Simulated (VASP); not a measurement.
## Al: single point with PBE

Crystal: Al.

```xyz
1
Lattice="0.0000 2.0248 2.0248 2.0248 0.0000 2.0248 2.0248 2.0248 0.0000" Properties=species:S:1:pos:R:3 pbc="T T T"
Al    0.0000    0.0000    0.0000
```

```json
{
 "Program": "VASP 6.6.1",
 "Task": "single point",
 "Functional": "PBE",
 "Potentials or basis": "VASP PAW PBE potentials, release 64 (Al)",
 "Cutoff": "500 eV",
 "k mesh": "13 × 13 × 13",
 "Occupations": "fermi-dirac, width 0.3 eV",
 "Spin": "no spin polarisation"
}
```

The pressure is -0.1 GPa.

Levels at points of the mesh, in eV from the Fermi level:
```tsv
k point	band 1	band 2	band 3	band 4	band 5	band 6
(0.00, 0.00, 0.00)	-11.07	12.61	12.61	12.61	14.06	14.06
```

Wall time 8 s on 1 thread of Intel Xeon 6455B, with other jobs on the host, peak memory 0.13 GiB.
